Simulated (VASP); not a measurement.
# MgO (Fm-3m) in VASP: single point with PBE

Aim: the single point of MgO with PBE.

All numbers are computed with VASP 6.6.1; they aren't measurements. Logs are shortened: lines on timing, memory, paths and dates and some standing lists are left out, and cuts for length are marked.

### 1 The cell of the first run

Symmetry: Fm-3m, No. 225, cubic system. Conventional cell: a = 4.254 Å, b = 4.254 Å, c = 4.254 Å, α = 90.00°, β = 90.00°, γ = 90.00°. Within 2.8 Å of Mg (site symmetry m-3m) lie 6 O at 2.13 Å. O (site symmetry m-3m) has 6 Mg at 2.13 Å within 2.8 Å.

### 2 Single point, PBE

File INCAR:

```
PREC     = Accurate       # precision mode
ENCUT    = 600            # plane-wave cutoff, eV
EDIFF    = 1E-6           # SCF threshold, eV
ISMEAR   = 0              # smearing method
SIGMA    = 0.01           # smearing width, eV
LREAL    = Auto         
LASPH    = T              # aspherical terms in the spheres
NELM     = 120            # most SCF steps
ALGO     = Normal         # electronic algorithm
ISIF     = 2              # what is computed and relaxed
LWAVE    = F              # write WAVECAR
LCHARG   = F              # write CHGCAR
GGA      = PE             # functional
NBANDS   = 86             # bands
GGA_COMPAT= F
```

File KPOINTS:

```
regular mesh
0
Gamma
  1 1 1
```

File POSCAR:

```
MgO
1.0
   -4.2535896556      4.2535896556     -4.2535896556
   -4.2535896556     -4.2535896556      4.2535896556
    4.2535896556      4.2535896556      4.2535896556
Mg O
16 16
Direct
    0.7500000000      0.7500000000      0.5000000000
    0.5000000000      0.0000000000      0.5000000000
    0.5000000000      0.7500000000      0.7500000000
    0.2500000000      0.2500000000      0.5000000000
    0.2500000000      0.0000000000      0.7500000000
    0.2500000000      0.7500000000      0.0000000000
    0.0000000000      0.5000000000      0.5000000000
    0.0000000000      0.2500000000      0.7500000000
    0.0000000000      0.0000000000      0.0000000000
    0.0000000000      0.7500000000      0.2500000000
    0.7500000000      0.5000000000      0.7500000000
    0.7500000000      0.2500000000      0.0000000000
    0.7500000000      0.0000000000      0.2500000000
    0.5000000000      0.5000000000      0.0000000000
    0.5000000000      0.2500000000      0.2500000000
    0.2500000000      0.5000000000      0.2500000000
    0.0000000000      0.0000000000      0.5000000000
    0.7500000000      0.2500000000      0.5000000000
    0.7500000000      0.0000000000      0.7500000000
    0.5000000000      0.5000000000      0.5000000000
    0.5000000000      0.2500000000      0.7500000000
    0.5000000000      0.0000000000      0.0000000000
    0.2500000000      0.7500000000      0.5000000000
    0.2500000000      0.5000000000      0.7500000000
    0.2500000000      0.2500000000      0.0000000000
    0.2500000000      0.0000000000      0.2500000000
    0.0000000000      0.7500000000      0.7500000000
    0.0000000000      0.5000000000      0.0000000000
    0.0000000000      0.2500000000      0.2500000000
    0.7500000000      0.7500000000      0.0000000000
    0.7500000000      0.5000000000      0.2500000000
    0.5000000000      0.7500000000      0.2500000000
```

Potentials or basis: VASP PAW PBE potentials, release 64 (Mg, O).

On the command line:

```console
$ cat potpaw_PBE.64/Mg/POTCAR potpaw_PBE.64/O/POTCAR > POTCAR
$ mpirun -np 1 vasp_gam > vasp.out
```

OUTCAR:

```text
PREC = Accurate
   ENCUT = 600
   EDIFF = 1E-6
   ISMEAR = 0
   LREAL = Auto
   LASPH = T
   NELM = 120
   ISIF = 2
   GGA = PE

 ion  position               nearest neighbor table
   1  0.750  0.750  0.500-  17 2.13  19 2.13  20 2.13  27 2.13  31 2.13  32 2.13  13 3.01   2 3.01
                             3 3.01   7 3.01   9 3.01  10 3.01  11 3.01  14 3.01   8 3.01   5 3.01
   2  0.500  0.000  0.500-  18 2.13  19 2.13  21 2.13  23 2.13  26 2.13  32 2.13  15 3.01   1 3.01
                             3 3.01   4 3.01   5 3.01  12 3.01  13 3.01   6 3.01   8 3.01  11 3.01
   3  0.500  0.750  0.750-  19 2.13  20 2.13  22 2.13  23 2.13  24 2.13  30 2.13  14 3.01   1 3.01
                             2 3.01   5 3.01   6 3.01  11 3.01  13 3.01  16 3.01  12 3.01   9 3.01
   4  0.250  0.250  0.500-  17 2.13  20 2.13  21 2.13  24 2.13  26 2.13  29 2.13  16 3.01   2 3.01
                             5 3.01   7 3.01   8 3.01  14 3.01  15 3.01   9 3.01   3 3.01  11 3.01
   5  0.250  0.000  0.750-  17 2.13  21 2.13  22 2.13  23 2.13  25 2.13  27 2.13  15 3.01   2 3.01
                             3 3.01   4 3.01   6 3.01   8 3.01   9 3.01  10 3.01  12 3.01  14 3.01
   6  0.250  0.750  0.000-  22 2.13  24 2.13  26 2.13  27 2.13  28 2.13  32 2.13  16 3.01   2 3.01
                             3 3.01   5 3.01   9 3.01  10 3.01  14 3.01   7 3.01  13 3.01  15 3.01
   7  0.000  0.500  0.500-  18 2.13  23 2.13  24 2.13  27 2.13  29 2.13  31 2.13  16 3.01   1 3.01
                             4 3.01   6 3.01   8 3.01  10 3.01  11 3.01  12 3.01   3 3.01   5 3.01
   8  0.000  0.250  0.750-  17 2.13  18 2.13  19 2.13  24 2.13  25 2.13  28 2.13  16 3.01   4 3.01
                             5 3.01   7 3.01   9 3.01  11 3.01  12 3.01  13 3.01   6 3.01  14 3.01
   9  0.000  0.000  0.000-  19 2.13  25 2.13  26 2.13  27 2.13  29 2.13  30 2.13  13 3.01   4 3.01
[... 17 lines left out ...]
  19  0.750  0.000  0.750-   1 2.13   2 2.13   3 2.13   8 2.13   9 2.13  12 2.13
  20  0.500  0.500  0.500-   1 2.13   3 2.13   4 2.13  11 2.13  15 2.13  16 2.13
  21  0.500  0.250  0.750-   2 2.13   4 2.13   5 2.13  11 2.13  12 2.13  14 2.13
  22  0.500  0.000  0.000-   3 2.13   5 2.13   6 2.13  12 2.13  13 2.13  15 2.13
[... 8 lines left out ...]
  31  0.750  0.500  0.250-   1 2.13   7 2.13  10 2.13  12 2.13  14 2.13  15 2.13
  32  0.500  0.750  0.250-   1 2.13   2 2.13   6 2.13  13 2.13  14 2.13  16 2.13

  LATTYP: Found a body centered cubic cell.
 ALAT       =     8.5071793112

  Lattice vectors:

 A1 = (  -4.2535896556,   4.2535896556,  -4.2535896556)
 A2 = (  -4.2535896556,  -4.2535896556,   4.2535896556)
 A3 = (   4.2535896556,   4.2535896556,   4.2535896556)

Analysis of symmetry for initial positions (statically):
=====================================================================
 Subroutine PRICEL returns following result:

  LATTYP: Found a face centered cubic cell.
 ALAT       =     4.2535896556

  Lattice vectors:

 A1 = (   0.0000000000,  -2.1267948278,   2.1267948278)
 A2 = (   2.1267948278,  -2.1267948278,  -0.0000000000)
 A3 = (   2.1267948278,   0.0000000000,   2.1267948278)

  16 primitive cells build up your supercell.

 Routine SETGRP: Setting up the symmetry group for a
 body centered cubic supercell.

 Subroutine GETGRP returns: Found 48 space group operations
 (whereof 48 operations were pure point group operations)
 out of a pool of 48 trial point group operations.

The static configuration has the point symmetry O_h .

Analysis of symmetry for dynamics (positions and initial velocities):
=====================================================================
 Subroutine PRICEL returns following result:

  LATTYP: Found a face centered cubic cell.
 ALAT       =     4.2535896556

  Lattice vectors:

 A1 = (   0.0000000000,  -2.1267948278,   2.1267948278)
 A2 = (   2.1267948278,  -2.1267948278,  -0.0000000000)
 A3 = (   2.1267948278,   0.0000000000,   2.1267948278)

  16 primitive cells build up your supercell.

 Routine SETGRP: Setting up the symmetry group for a
 body centered cubic supercell.

 Subroutine GETGRP returns: Found 48 space group operations
 (whereof 48 operations were pure point group operations)
 out of a pool of 48 trial point group operations.

The dynamic configuration has the point symmetry O_h .

 Subroutine INISYM returns: Found 48 space group operations
 (whereof 48 operations are pure point group operations),
 and found    16 'primitive' translations

----------------------------------------------------------------------------------------

                                     Primitive cell

  volume of cell :      19.2401

  direct lattice vectors                    reciprocal lattice vectors
     0.000000000 -2.126794828  2.126794828    -0.235095550 -0.235095550  0.235095550
     2.126794828 -2.126794828 -0.000000000     0.235095550 -0.235095550 -0.235095550
     2.126794828  0.000000000  2.126794828     0.235095550  0.235095550  0.235095550

  length of vectors
     3.007742090  3.007742090  3.007742090     0.407197437  0.407197437  0.407197437

  position of ions in fractional coordinates (direct lattice)
     0.000000000  0.000000000  1.000000000
     0.500000000  0.500000000  0.500000000

  ion indices of the primitive-cell ions
   primitive index   ion index
                 1           1
                 2          17

----------------------------------------------------------------------------------------

 KPOINTS: regular mesh

Automatic generation of k-mesh.
 Grid dimensions read from file:
 generate k-points for:    1    1    1

 Generating k-lattice:

  Cartesian coordinates                     Fractional coordinates (reciprocal lattice)
    -0.117547775  0.117547775  0.000000000     1.000000000  0.000000000  0.000000000
    -0.117547775  0.000000000  0.117547775     0.000000000  1.000000000  0.000000000
     0.000000000  0.117547775  0.117547775     0.000000000  0.000000000  1.000000000

  Length of vectors
     0.166237658  0.166237658  0.166237658

  Shift w.r.t. Gamma in fractional coordinates (k-lattice)
     0.000000000  0.000000000  0.000000000

 Subroutine IBZKPT returns following result:
 ===========================================

 Found      1 irreducible k-points:

 Following reciprocal coordinates:
            Coordinates               Weight
  0.000000  0.000000  0.000000      1.000000
   k-points           NKPTS =      1   k-points in BZ     NKDIM =      1   number of bands    NBANDS=     86
   number of dos      NEDOS =    301   number of ions     NIONS =     32
   total plane-waves  NPLWV = 216000
   dimension x,y,z NGX =    60 NGY =   60 NGZ =   60
   dimension x,y,z NGXF=   120 NGYF=  120 NGZF=  120
   ions per type =              16  16
   NGX,Y,Z   is equivalent  to a cutoff of  13.54, 13.54, 13.54 a.u.
   NGXF,Y,Z  is equivalent  to a cutoff of  27.08, 27.08, 27.08 a.u.
 SYSTEM =  unknown system
   PREC   = accura    normal or accurate (medium, high low for compatibility)
   ISTART =      0    job   : 0-new  1-cont  2-samecut
   ICHARG =      2    charge: 1-file 2-atom 10-const
   ISPIN  =      1    spin polarized calculation?
   LNONCOLLINEAR =      F non collinear calculations
   LSORBIT =      F    spin-orbit coupling
   LASPH  =      T    aspherical Exc in radial PAW
   ENCUT  =  600.0 eV  44.10 Ry    6.64 a.u.  14.71 14.71 14.71*2*pi/ulx,y,z
   NELM   =    120;   NELMIN=  2; NELMDL= -5     # of ELM steps
   EDIFF  = 0.1E-05   stopping-criterion for ELM
   LREAL  =      T    real-space projection
   EDIFFG = 0.1E-04   stopping-criterion for IOM
   NSW    =      0    number of steps for IOM
   IBRION =     -1    ionic relax: 0-MD 1-quasi-New 2-CG
   NFREE  =      0    steps in history (QN), initial steepest desc. (CG)
   ISIF   =      2    stress and relaxation
   ISYM   =      2    0-nonsym 1-usesym 2-fastsym
   POTIM  = 0.5000    time-step for ionic-motion
   TEBEG  =    0.0;   TEEND  =   0.0 temperature during run
   PSTRESS=    0.0 pullay stress
   NELECT =     128.0000    total number of electrons
   NUPDOWN=      -1.0000    fix difference up-down
   EMIN   =  10.00;   EMAX   =-10.00  energy-range for DOS
   EFERMI =   0.00;   METHOD = LEGACY
   ISMEAR =     0;   SIGMA  =   0.01  broadening in eV -4-tet -1-fermi 0-gaus
   EFERMI_NEDOS =   21; number of points for ismear=-14 and -15
   IALGO  =     38    algorithm
   IMIX   =      4    mixing-type and parameters
     AMIX     =   0.40;   BMIX     =  1.00
     AMIX_MAG =   1.60;   BMIX_MAG =  1.00
  volume/ion in A,a.u.               =       9.62        64.92
  Fermi-wavevector in a.u.,A,eV,Ry     =   1.221901  2.309057 20.314059  1.493041
  Thomas-Fermi vector in A             =   2.357067
   LORBIT       =      0    0 simple, 1 ext, 2 COOP (PROOUT), +10 PAW based schemes
   GGA     = PE    functional components
   LHFCALC =     F    Hartree Fock is set to
   AEXX    =    0.0000 exact exchange contribution
   IVDW    =     0    specifies the selected vdW correction
   LEPSILON=     F    determine dielectric tensor
   LRPA    =     F    only Hartree local field effects (RPA)
 non-spin polarized calculation
 Gauss-broadening in eV      SIGMA  =   0.01
  energy-cutoff  :      600.00
  volume of cell :      307.84
 maximum number of plane-waves:      5093
 NGX is ok and might be reduce to    60
   NGX = 29   NGY = 29   NGZ = 29

 number of electron     128.0000053 magnetization

 Free energy of the ion-electron system (eV)
  ---------------------------------------------------
  ext. energy  EPLUGINS =         0.00000000
  ---------------------------------------------------
  free energy    TOTEN  =      -190.04867045 eV

  energy without entropy =     -190.04867045  energy(sigma->0) =     -190.04867045

 E-fermi :   3.1027     XC(G=0): -10.9341

 val. band max:        2.9993577064   @ k =   0.0000   0.0000   0.0000
 cond. band min:       7.4278336098   @ k =   0.0000   0.0000   0.0000
 fundamental gap:      4.4284759034
 Fermi energy:         3.1026817393

 k-point     1 :       0.0000    0.0000    0.0000
  band No.  band energies     occupation
      1     -14.1189      2.00000
      2     -12.9711      2.00000
      3     -12.9711      2.00000
      4     -12.9711      2.00000
      5     -12.9711      2.00000
      6     -12.9711      2.00000
[... 68 lines left out ...]
     75      12.1950      0.00000
     76      12.1950      0.00000
 [bands above 76 left out]

------------------------ aborting loop because EDIFF is reached ----------------------------------------

  FORCE on cell =-STRESS in cart. coord.  units (eV):
  Direction    XX          YY          ZZ          XY          YZ          ZX
  --------------------------------------------------------------------------------------
  -------------------------------------------------------------------------------------
  Total       -2.6174490     -2.6174490     -2.6174490     -0.0000000      0.0000000      0.0000000
  in kB      -13.6226641    -13.6226641    -13.6226641     -0.0000000      0.0000000      0.0000000
  external PRESSURE =     -13.6226641 kB  Pullay stress =       0.0000000 kB

 VOLUME and BASIS-vectors are now :
 -----------------------------------------------------------------------------
  energy-cutoff  :      600.00
  volume of cell :      307.84
      direct lattice vectors                 reciprocal lattice vectors
    -4.253589656  4.253589656 -4.253589656    -0.117547775  0.117547775  0.000000000
    -4.253589656 -4.253589656  4.253589656    -0.117547775  0.000000000  0.117547775
     4.253589656  4.253589656  4.253589656     0.000000000  0.117547775  0.117547775

 POSITION                                       TOTAL-FORCE (eV/Angst)
 -----------------------------------------------------------------------------------
     -4.25359      2.12679      2.12679        -0.000000      0.000000     -0.000000
      0.00000      4.25359      0.00000         0.000000      0.000000     -0.000000
     -2.12679      2.12679      4.25359         0.000000      0.000000     -0.000000
      0.00000      2.12679      2.12679         0.000000     -0.000000     -0.000000
      2.12679      4.25359      2.12679         0.000000      0.000000     -0.000000
     -4.25359     -2.12679      2.12679         0.000000      0.000000     -0.000000
[... 24 lines left out ...]
     -4.25359      2.12679     -0.00000        -0.000000     -0.000000     -0.000000
     -4.25359     -0.00000      2.12679         0.000000      0.000000      0.000000
 -----------------------------------------------------------------------------------
    total drift:                               -0.000000     -0.000000     -0.000000

  FREE ENERGIE OF THE ION-ELECTRON SYSTEM (eV)
  ---------------------------------------------------
  free  energy   TOTEN  =      -190.0486704466 eV

  energy  without entropy=     -190.0486704466  energy(sigma->0) =     -190.04867045
```

It took 2.3 min on 1 thread of AMD EPYC 7R13, shared host; peak memory 0.42 GiB.

What came out:

| Quantity | Value |
| --- | --- |
| Free energy | -190.0487 eV |
| Pressure | -1.4 GPa |
| Band gap on the k mesh | 4.43 eV |

Levels at points of the mesh, in eV from the valence-band top:
```
           k point  band 60  band 61  band 62  band 63  band 64  band 65  band 66  band 67  band 68  band 69
(0.00, 0.00, 0.00)    -0.62    -0.62     0.00     0.00     0.00     4.43     9.06     9.06     9.06     9.20
```

Caveat: the k points lie up to 1.04 Å⁻¹ apart; an odd mesh through Γ misses points on the zone boundary, where band edges can lie.
